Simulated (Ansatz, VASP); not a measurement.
**Al2O3 in VASP and in Ansatz**

```
Al O
1.0
     4.61378    0.00000    0.00000
     0.00000    9.56328    0.00000
     0.00000    0.00000    3.11986
Al O
4 6
Direct
  0.51702 0.32457 0.50000
  0.48297 0.67543 0.50000
  0.01702 0.17543 0.00000
  0.98298 0.82457 0.00000
  0.87636 0.24695 0.50000
  0.00000 0.00000 0.00000
  0.62364 0.74695 0.00000
  0.37637 0.25305 0.00000
  0.12363 0.75305 0.50000
  0.50000 0.50000 0.50000
```

Alike in both runs: task single point; functional PBE; k mesh 10 × 4 × 12; occupations gaussian, width 0.05 eV; no spin polarisation.

|  | VASP | Ansatz |
| --- | --- | --- |
| version | VASP 6.6.1 | Ansatz 0.2.0 |
| potentials or method | VASP PAW PBE potentials, release 64 (Al, O), cutoff 520 eV | scalar-relativistic, plane waves, PAW |
| valence electrons in the cell | 48 | 48 |

```tsv
	VASP	Ansatz	Ansatz less VASP
gap on the k mesh at the Fermi level (eV)	3.51	3.52	+0.012
pressure (GPa)	-0.1	0.0	+0.06
traceless stress, the component that is largest in VASP (GPa)	-3.08	-2.94	+0.133
rms of the force components (eV/Å)	0.075	0.072	-0.0026
```

Atom by atom the forces differ by 0.010 eV/Å (rms over components).
